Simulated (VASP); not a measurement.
# SrO (Fm-3m) in VASP: further runs

Runs on SrO. Level: PBE. Tasks: single point.

Program: VASP 6.6.1. These are calculated values, not measurements. Logs are shortened: lines on timing, memory, paths and dates and some standing lists are left out, and cuts for length are marked.

## (1) The cell of the first run

Symmetry: Fm-3m, No. 225, cubic system. The conventional cell has a = 5.072 Å, b = 5.072 Å, c = 5.072 Å, α = 90.00°, β = 90.00°, γ = 90.00°. Sr (site symmetry m-3m) has 6 O at 2.54 Å within 3.3 Å. O (site symmetry m-3m) has 6 Sr at 2.54 Å within 3.3 Å.

## (2) Single point, PBE (volume changed by -5%)

File INCAR:

```
SYSTEM = SrO
PREC = Accurate
ENCUT = 600
EDIFF = 1E-6
ISMEAR = 0
SIGMA = 0.01
LREAL = .FALSE.
LASPH = .TRUE.
NELM = 120
ALGO = Normal
ISIF = 2
LWAVE = .FALSE.
LCHARG = .FALSE.
GGA = PE
NBANDS = 15
GGA_COMPAT = .FALSE.
```

File KPOINTS:

```
regular mesh
0
G
  4 4 4
  0 0 0
```

File POSCAR:

```
SrO
1.0
    0.0000000000      2.5361575783      2.5361575783
    2.5361575783      0.0000000000      2.5361575783
    2.5361575783      2.5361575783      0.0000000000
Sr O
1 1
Direct
    0.5000000000      0.5000000000      0.5000000000
    0.0000000000      0.0000000000      0.0000000000
```

Potentials or basis: VASP PAW PBE potentials, release 64 (Sr_sv, O).

The run is started by

```
> cat potpaw_PBE.64/Sr_sv/POTCAR potpaw_PBE.64/O/POTCAR > POTCAR
> mpirun -np 1 vasp_std > vasp.out
```

OUTCAR:

```text
SYSTEM = SrO
   PREC = Accurate
   ENCUT = 600
   EDIFF = 1E-6
   ISMEAR = 0
   LREAL = .FALSE.
   LASPH = .TRUE.
   NELM = 120
   ISIF = 2
   GGA = PE

 ion  position               nearest neighbor table
   1  0.500  0.500  0.500-   2 2.54   2 2.54   2 2.54   2 2.54   2 2.54   2 2.54
   2  0.000  0.000  0.000-   1 2.54   1 2.54   1 2.54   1 2.54   1 2.54   1 2.54

  LATTYP: Found a face centered cubic cell.
 ALAT       =     5.0723151566

  Lattice vectors:

 A1 = (   0.0000000000,   2.5361575783,   2.5361575783)
 A2 = (   2.5361575783,   0.0000000000,   2.5361575783)
 A3 = (   2.5361575783,   2.5361575783,   0.0000000000)

Analysis of symmetry for initial positions (statically):
=====================================================================
 Subroutine PRICEL returns:
 Original cell was already a primitive cell.

 Routine SETGRP: Setting up the symmetry group for a
 face centered cubic supercell.

 Subroutine GETGRP returns: Found 48 space group operations
 (whereof 48 operations were pure point group operations)
 out of a pool of 48 trial point group operations.

The static configuration has the point symmetry O_h .

Analysis of symmetry for dynamics (positions and initial velocities):
=====================================================================
 Subroutine PRICEL returns:
 Original cell was already a primitive cell.

 Routine SETGRP: Setting up the symmetry group for a
 face centered cubic supercell.

 Subroutine GETGRP returns: Found 48 space group operations
 (whereof 48 operations were pure point group operations)
 out of a pool of 48 trial point group operations.

The dynamic configuration has the point symmetry O_h .

 Subroutine INISYM returns: Found 48 space group operations
 (whereof 48 operations are pure point group operations),
 and found     1 'primitive' translations

----------------------------------------------------------------------------------------

                                     Primitive cell

  volume of cell :      32.6256

  direct lattice vectors                    reciprocal lattice vectors
     0.000000000  2.536157578  2.536157578    -0.197148633  0.197148633  0.197148633
     2.536157578  0.000000000  2.536157578     0.197148633 -0.197148633  0.197148633
     2.536157578  2.536157578  0.000000000     0.197148633  0.197148633 -0.197148633

  length of vectors
     3.586668444  3.586668444  3.586668444     0.341471449  0.341471449  0.341471449

  position of ions in fractional coordinates (direct lattice)
     0.500000000  0.500000000  0.500000000
     0.000000000  0.000000000  0.000000000

  ion indices of the primitive-cell ions
[... 71 lines left out ...]
   EMIN   =  10.00;   EMAX   =-10.00  energy-range for DOS
   EFERMI =   0.00;   METHOD = LEGACY
   ISMEAR =     0;   SIGMA  =   0.01  broadening in eV -4-tet -1-fermi 0-gaus
   EFERMI_NEDOS =   21; number of points for ismear=-14 and -15
   IALGO  =     38    algorithm
   IMIX   =      4    mixing-type and parameters
     AMIX     =   0.40;   BMIX     =  1.00
     AMIX_MAG =   1.60;   BMIX_MAG =  1.00
  volume/ion in A,a.u.               =      16.31       110.08
  Fermi-wavevector in a.u.,A,eV,Ry     =   1.291007  2.439649 22.676817  1.666699
  Thomas-Fermi vector in A             =   2.422803
   LORBIT       =      0    0 simple, 1 ext, 2 COOP (PROOUT), +10 PAW based schemes
   GGA     = PE    functional components
   LHFCALC =     F    Hartree Fock is set to
   AEXX    =    0.0000 exact exchange contribution
   IVDW    =     0    specifies the selected vdW correction
   LEPSILON=     F    determine dielectric tensor
   LRPA    =     F    only Hartree local field effects (RPA)
 non-spin polarized calculation
 Gauss-broadening in eV      SIGMA  =   0.01
  energy-cutoff  :      600.00
  volume of cell :       32.63
 maximum number of plane-waves:      1106
 NGX is ok and might be reduce to    30
   NGX = 15   NGY = 15   NGZ = 15

 number of electron      15.9999999 magnetization

 Free energy of the ion-electron system (eV)
  ---------------------------------------------------
  ext. energy  EPLUGINS =         0.00000000
  ---------------------------------------------------
  free energy    TOTEN  =       -11.99149410 eV

  energy without entropy =      -11.99149410  energy(sigma->0) =      -11.99149410

 E-fermi :   2.0464     XC(G=0): -10.2200

 val. band max:        1.8680941690   @ k =   0.0000   0.0000   0.0000
 cond. band min:       5.0996464678   @ k =   0.5000   0.5000   0.0000
 fundamental gap:      3.2315522988
 Fermi energy:         2.0464321953

 k-point     1 :       0.0000    0.0000    0.0000
  band No.  band energies     occupation
      1     -30.3902      2.00000
      2     -13.2737      2.00000
      3     -11.9815      2.00000
      4     -11.9815      2.00000
      5     -11.9815      2.00000
      6       1.8681      2.00000
      7       1.8681      2.00000
      8       1.8681      2.00000
      9       6.1485      0.00000
     10       8.1603      0.00000
     11       8.1603      0.00000
     12       8.1603      0.00000
     13      10.4214      0.00000
     14      10.4214      0.00000
[... 113 lines left out ...]
      2     -13.9807      2.00000
      3     -12.7460      2.00000
      4     -12.7460      2.00000
      5     -11.4028      2.00000
      6       0.6796      2.00000
      7       1.4716      2.00000
      8       1.4716      2.00000
      9       7.9974      0.00000
     10       7.9974      0.00000
     11      10.7940      0.00000
     12      13.3054      0.00000
     13      13.5682      0.00000
     14      15.1714      0.00000
     15      17.0394      0.00000

------------------------ aborting loop because EDIFF is reached ----------------------------------------

  FORCE on cell =-STRESS in cart. coord.  units (eV):
  Direction    XX          YY          ZZ          XY          YZ          ZX
  --------------------------------------------------------------------------------------
  -------------------------------------------------------------------------------------
  Total        1.5806672      1.5806672      1.5806672     -0.0000000     -0.0000000      0.0000000
  in kB       77.6233404     77.6233404     77.6233404     -0.0000000     -0.0000000      0.0000000
  external PRESSURE =      77.6233404 kB  Pullay stress =       0.0000000 kB

 VOLUME and BASIS-vectors are now :
 -----------------------------------------------------------------------------
  energy-cutoff  :      600.00
  volume of cell :       32.63
      direct lattice vectors                 reciprocal lattice vectors
     0.000000000  2.536157578  2.536157578    -0.197148633  0.197148633  0.197148633
     2.536157578  0.000000000  2.536157578     0.197148633 -0.197148633  0.197148633
     2.536157578  2.536157578  0.000000000     0.197148633  0.197148633 -0.197148633

 POSITION                                       TOTAL-FORCE (eV/Angst)
 -----------------------------------------------------------------------------------
      2.53616      2.53616      2.53616        -0.000000      0.000000      0.000000
      0.00000      0.00000      0.00000         0.000000     -0.000000     -0.000000
 -----------------------------------------------------------------------------------
    total drift:                               -0.000000      0.000000      0.000000

  FREE ENERGIE OF THE ION-ELECTRON SYSTEM (eV)
  ---------------------------------------------------
  free  energy   TOTEN  =       -11.9914941012 eV

  energy  without entropy=      -11.9914941012  energy(sigma->0) =      -11.99149410
```

stdout:

```text
POSCAR found type information on POSCAR SrO
 POSCAR found :  2 types and       2 ions
 scaLAPACK will be used
 LDA part: xc-table for (Slater+PW92), standard interpolation
 POSCAR, INCAR and KPOINTS ok, starting setup
 FFT: planning ... GRIDC
 FFT: planning ... GRID_SOFT
 FFT: planning ... GRID
 WAVECAR not read
 entering main loop
```

It took 20 s on 1 thread of AMD EPYC 7R13, shared host; peak memory 0.14 GiB.

What came out:

```yaml
Free_energy: -11.9915 eV
Pressure: 7.8 GPa
Band_gap_on_the_k_mesh: 3.23 eV, indirect (least direct gap 3.29 eV)
```

Caveat: the k points lie up to 0.54 Å⁻¹ apart; the cell differs from its parent crystal (volume changed by -5%). A k mesh can miss the band edges.

## (3) Single point, PBE (volume changed by -10%)

File INCAR:

```
  ALGO = Normal
  EDIFF = 1E-6
  ENCUT = 600
  GGA = PE
  GGA_COMPAT = False
  ISIF = 2
  ISMEAR = 0
  LASPH = True
  LCHARG = False
  LREAL = False
  LWAVE = False
  NBANDS = 15
  NELM = 120
  PREC = Accurate
  SIGMA = 0.01
```

File KPOINTS:

```
k-points
0
Gamma
  4 4 4
```

File POSCAR:

```
SrO
1.0
    0.0000000000      2.4908593317      2.4908593317
    2.4908593317      0.0000000000      2.4908593317
    2.4908593317      2.4908593317      0.0000000000
Sr O
1 1
Direct
    0.5000000000      0.5000000000      0.5000000000
    0.0000000000      0.0000000000      0.0000000000
```

Potentials or basis: VASP PAW PBE potentials, release 64 (Sr_sv, O).

The run is started by

```
> cat potpaw_PBE.64/Sr_sv/POTCAR potpaw_PBE.64/O/POTCAR > POTCAR
> mpirun -np 1 vasp_std > vasp.out
```

Wall time 16 s (1 thread of AMD EPYC 7R13, shared host); peak memory 0.13 GiB.

The run converged. Its results:

- Free energy: -11.8694 eV
- Pressure: 15.0 GPa
- Band gap on the k mesh: 3.18 eV, indirect (least direct gap 3.19 eV)

Levels at points of the mesh, in eV from the valence-band top:
| k point | band 4 | band 5 | band 6 | band 7 | band 8 | band 9 | band 10 | band 11 | band 12 | band 13 |
| --- | --- | --- | --- | --- | --- | --- | --- | --- | --- | --- |
| (0.00, 0.00, 0.00) | -13.61 | -13.61 | 0.00 | 0.00 | 0.00 | 4.70 | 6.40 | 6.40 | 6.40 | 8.79 |
| (0.50, 0.00, 0.00) | -13.71 | -12.36 | -2.36 | -1.34 | -1.34 | 6.96 | 9.24 | 9.39 | 9.39 | 12.85 |
| (0.50, 0.50, 0.00) | -14.10 | -14.10 | -0.24 | -0.01 | -0.01 | 3.18 | 8.55 | 10.80 | 11.26 | 11.87 |

Caveat: the k points lie up to 0.55 Å⁻¹ apart; the cell differs from its parent crystal (volume changed by -10%). A k mesh can miss the band edges.

## (4) Single point, PBE

This run uses another cell than the first one, of 17.17 Å³/atom, 1.053 times its volume.

File INCAR:

```
ALGO = Normal ; EDIFF = 1E-6
ENCUT = 600 ; GGA = PE
GGA_COMPAT = F ; ISIF = 2
ISMEAR = 0 ; LASPH = T
LCHARG = T ; LELF = T
LREAL = F ; LVHAR = T
LWAVE = F ; NBANDS = 15
NELM = 120 ; PREC = Accurate
SIGMA = 0.01
```

KPOINTS is that of step 3.

File POSCAR:

```
SrO
1.0
    0.0000000000      2.5798930278      2.5798930278
    2.5798930278      0.0000000000      2.5798930278
    2.5798930278      2.5798930278      0.0000000000
Sr O
1 1
Direct
    0.5000000000      0.5000000000      0.5000000000
    0.0000000000      0.0000000000      0.0000000000
```

Potentials or basis: VASP PAW PBE potentials, release 64 (Sr_sv, O).

The run is started by

```
> cat potpaw_PBE.64/Sr_sv/POTCAR potpaw_PBE.64/O/POTCAR > POTCAR
> mpirun -np 1 vasp_std > vasp.out
```

OUTCAR:

```text
EDIFF = 1E-6
   ENCUT = 600
   GGA = PE
   ISIF = 2
   ISMEAR = 0
   LASPH = T
   LREAL = F
   NELM = 120
   PREC = Accurate

 ion  position               nearest neighbor table
   1  0.500  0.500  0.500-   2 2.58   2 2.58   2 2.58   2 2.58   2 2.58   2 2.58
   2  0.000  0.000  0.000-   1 2.58   1 2.58   1 2.58   1 2.58   1 2.58   1 2.58

  LATTYP: Found a face centered cubic cell.
 ALAT       =     5.1597860556

  Lattice vectors:

 A1 = (   0.0000000000,   2.5798930278,   2.5798930278)
 A2 = (   2.5798930278,   0.0000000000,   2.5798930278)
 A3 = (   2.5798930278,   2.5798930278,   0.0000000000)

Analysis of symmetry for initial positions (statically):
=====================================================================
 Subroutine PRICEL returns:
 Original cell was already a primitive cell.

 Routine SETGRP: Setting up the symmetry group for a
 face centered cubic supercell.

 Subroutine GETGRP returns: Found 48 space group operations
 (whereof 48 operations were pure point group operations)
 out of a pool of 48 trial point group operations.

The static configuration has the point symmetry O_h .

Analysis of symmetry for dynamics (positions and initial velocities):
=====================================================================
 Subroutine PRICEL returns:
 Original cell was already a primitive cell.

 Routine SETGRP: Setting up the symmetry group for a
 face centered cubic supercell.

 Subroutine GETGRP returns: Found 48 space group operations
 (whereof 48 operations were pure point group operations)
 out of a pool of 48 trial point group operations.

The dynamic configuration has the point symmetry O_h .

 Subroutine INISYM returns: Found 48 space group operations
 (whereof 48 operations are pure point group operations),
 and found     1 'primitive' translations

----------------------------------------------------------------------------------------

                                     Primitive cell

  volume of cell :      34.3428
[... 101 lines left out ...]
   LEPSILON=     F    determine dielectric tensor
   LRPA    =     F    only Hartree local field effects (RPA)
 non-spin polarized calculation
 Gauss-broadening in eV      SIGMA  =   0.01
  energy-cutoff  :      600.00
  volume of cell :       34.34
 maximum number of plane-waves:      1162
 NGX is ok and might be reduce to    30
   NGX = 15   NGY = 15   NGZ = 15

 number of electron      15.9999998 magnetization

 Free energy of the ion-electron system (eV)
  ---------------------------------------------------
  ext. energy  EPLUGINS =         0.00000000
  ---------------------------------------------------
  free energy    TOTEN  =       -12.04609111 eV

  energy without entropy =      -12.04609111  energy(sigma->0) =      -12.04609111

 E-fermi :   1.7913     XC(G=0):  -9.9760

 val. band max:        1.6202542574   @ k =   0.0000   0.0000   0.0000
 cond. band min:       4.8860342738   @ k =   0.5000   0.5000   0.0000
 fundamental gap:      3.2657800164
 Fermi energy:         1.7913136169

 k-point     1 :       0.0000    0.0000    0.0000
  band No.  band energies     occupation
      1     -30.8123      2.00000
      2     -13.4565      2.00000
      3     -12.4608      2.00000
      4     -12.4608      2.00000
      5     -12.4608      2.00000
      6       1.6203      2.00000
      7       1.6203      2.00000
      8       1.6203      2.00000
      9       5.5263      0.00000
     10       7.8023      0.00000
     11       7.8023      0.00000
     12       7.8023      0.00000
     13       9.9460      0.00000
     14       9.9460      0.00000
[... 113 lines left out ...]
      2     -14.1303      2.00000
      3     -13.1092      2.00000
      4     -13.1092      2.00000
      5     -11.8746      2.00000
      6       0.5086      2.00000
      7       1.1706      2.00000
      8       1.1706      2.00000
      9       7.6089      0.00000
     10       7.6089      0.00000
     11      10.1583      0.00000
     12      12.6370      0.00000
     13      12.8616      0.00000
     14      14.2768      0.00000
     15      16.1600      0.00000

------------------------ aborting loop because EDIFF is reached ----------------------------------------

  FORCE on cell =-STRESS in cart. coord.  units (eV):
  Direction    XX          YY          ZZ          XY          YZ          ZX
  --------------------------------------------------------------------------------------
  -------------------------------------------------------------------------------------
  Total        0.4937104      0.4937104      0.4937104      0.0000000      0.0000000      0.0000000
  in kB       23.0328557     23.0328557     23.0328557      0.0000000      0.0000000      0.0000000
  external PRESSURE =      23.0328557 kB  Pullay stress =       0.0000000 kB

 VOLUME and BASIS-vectors are now :
 -----------------------------------------------------------------------------
  energy-cutoff  :      600.00
  volume of cell :       34.34
      direct lattice vectors                 reciprocal lattice vectors
     0.000000000  2.579893028  2.579893028    -0.193806485  0.193806485  0.193806485
     2.579893028  0.000000000  2.579893028     0.193806485 -0.193806485  0.193806485
     2.579893028  2.579893028  0.000000000     0.193806485  0.193806485 -0.193806485

 POSITION                                       TOTAL-FORCE (eV/Angst)
 -----------------------------------------------------------------------------------
      2.57989      2.57989      2.57989         0.000000      0.000000      0.000000
      0.00000      0.00000      0.00000        -0.000000     -0.000000     -0.000000
 -----------------------------------------------------------------------------------
    total drift:                               -0.000000      0.000000      0.000000

  FREE ENERGIE OF THE ION-ELECTRON SYSTEM (eV)
  ---------------------------------------------------
  free  energy   TOTEN  =       -12.0460911050 eV

  energy  without entropy=      -12.0460911050  energy(sigma->0) =      -12.04609111
```

OSZICAR:

```text
N       E                     dE             d eps       ncg     rms          rms(c)
DAV:   1     0.683290869201E+02    0.68329E+02   -0.82105E+03   240   0.110E+03
DAV:   2    -0.105638848500E+02   -0.78893E+02   -0.73126E+02   325   0.235E+02
DAV:   3    -0.142153055031E+02   -0.36514E+01   -0.36394E+01   359   0.419E+01
DAV:   4    -0.142490416465E+02   -0.33736E-01   -0.33723E-01   284   0.330E+00
DAV:   5    -0.142493218830E+02   -0.28024E-03   -0.28024E-03   312   0.235E-01    0.161E+01
DAV:   6    -0.121959134319E+02    0.20534E+01   -0.67456E+00   240   0.193E+01    0.191E+01
DAV:   7    -0.120555241847E+02    0.14039E+00   -0.30836E-01   268   0.483E+00    0.111E+01
DAV:   8    -0.120440573138E+02    0.11467E-01   -0.11781E-01   275   0.342E+00    0.421E-01
DAV:   9    -0.120454429787E+02   -0.13857E-02   -0.57901E-03   313   0.478E-01    0.232E-01
DAV:  10    -0.120459194150E+02   -0.47644E-03   -0.44976E-04   254   0.199E-01    0.942E-02
DAV:  11    -0.120460737298E+02   -0.15431E-03   -0.15254E-04   240   0.911E-02    0.292E-02
DAV:  12    -0.120460909223E+02   -0.17192E-04   -0.28662E-05   247   0.394E-02    0.324E-02
DAV:  13    -0.120460911050E+02   -0.18272E-06   -0.18487E-06   267   0.119E-02
   1 F= -.12046091E+02 E0= -.12046091E+02  d E =-.219763-130
```

Wall time 24 s (1 thread of AMD EPYC 7R13, shared host); peak memory 0.14 GiB.

Results:

```yaml
Free_energy: -12.0461 eV
Pressure: 2.3 GPa
Band_gap_on_the_k_mesh: 3.27 eV, indirect (least direct gap 3.36 eV)
```

Caveat: the k points lie up to 0.53 Å⁻¹ apart. A k mesh can miss the band edges.

## (5) Summary

| cell | gap on the mesh (eV) | pressure (GPa) |
| --- | --- | --- |
| a = 3.587 Å, angles 60.0°, 2 atoms | 3.23 | 7.8 |
| a = 3.523 Å, angles 60.0°, 2 atoms | 3.18 | 15.0 |
| a = 3.649 Å, angles 60.0°, 2 atoms | 3.27 | 2.3 |

Alike in all rows: task single point; level PBE; potentials or basis VASP PAW PBE potentials, release 64 (Sr_sv, O); no spin polarisation; k mesh 4 × 4 × 4; cutoff (eV) 600; smearing gaussian 0.01 eV.

Caveats: all runs use coarse meshes.

Absolute energies hang on the potentials; compare differences alone.
